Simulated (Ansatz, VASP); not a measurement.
Two plane-wave programs on CuCl

```
CELL_PARAMETERS angstrom
0.00000 2.71910 2.71910
2.71910 0.00000 2.71910
2.71910 2.71910 0.00000
ATOMIC_POSITIONS crystal
Cu 0.00000 0.00000 0.00000
Cl 0.75000 0.75000 0.75000
```

Alike in both runs: task single point; functional PBEsol; k mesh 12 × 12 × 12; occupations gaussian, width 0.05 eV; no spin polarisation.

|  | VASP | Ansatz |
| --- | --- | --- |
| version | VASP 6.6.1 | Ansatz 0.2.0 |
| potentials or method | VASP PAW PBE potentials, release 64 (Cu, Cl), cutoff 600 eV | scalar-relativistic, plane waves, PAW |
| valence electrons in the cell | 18 | 26 |

|  | VASP | Ansatz | Ansatz less VASP |
| --- | --- | --- | --- |
| gap on the k mesh at the Fermi level (eV) | 0.40 | 0.40 | 0.000 |
| least direct gap on the mesh (eV) | 0.40 | 0.40 | 0.000 |
| pressure (GPa) | -4.0 | -4.2 | -0.19 |

VASP's potentials were made for PBE, not for PBEsol. VASP's potentials hold 18 valence electrons a cell and Ansatz's 26, so a difference there can come from the potentials and not from the codes.
